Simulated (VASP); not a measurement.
Here is a VASP 6.6.1 calculation.

INCAR

```
SYSTEM = C
ALGO     = Normal         ! electronic algorithm
EDIFF    = 1E-6           ! SCF threshold, eV
ENCUT    = 600            ! plane-wave cutoff, eV
GGA      = PS             ! functional
GGA_COMPAT= .False.      
ISIF     = 2              ! what is computed and relaxed
ISMEAR   = 0              ! smearing method
LASPH    = .True.         ! aspherical terms in the spheres
LCHARG   = .True.         ! write CHGCAR
LELF     = .True.         ! ELF
LREAL    = .False.        ! projectors in reciprocal space
LVHAR    = .True.       
LWAVE    = .False.        ! write WAVECAR
NBANDS   = 11             ! bands
NELM     = 120            ! most SCF steps
PREC     = Accurate       ! precision mode
SIGMA    = 0.02           ! smearing width, eV
```

The input KPOINTS:

```
k-points
0
Gamma
  9 9 9
  0 0 0
```

Contents of POSCAR:

```
C
1.0
    0.0248454107      1.7999465147      1.7999465147
    1.7999465147      0.0248454107      1.7999465147
    1.7999465147      1.7999465147      0.0248454107
C
2
Direct
    0.0000947630      0.0000947630      0.0000947630
    0.2499052370      0.2499052370      0.2499052370
```

Potentials or basis: VASP PAW PBE potentials, release 64 (C).

The run is started by

```bash
$ cat potpaw_PBE.64/C/POTCAR > POTCAR
$ mpirun -np 1 vasp_std > vasp.out
```

Task: What does it give for the largest force?

Result: 0.009 eV/Å.

Task: Predict the pressure.

Result: -7.1 GPa.

Forces on the atoms (eV/Å):
```
C    0.005  0.005  0.005
C   -0.005 -0.005 -0.005
```

Caveat: the cell differs from its parent crystal (strained cell); the cell stands under tension; the PAW data sets were made with another functional, which shifts forces and pressure a little.
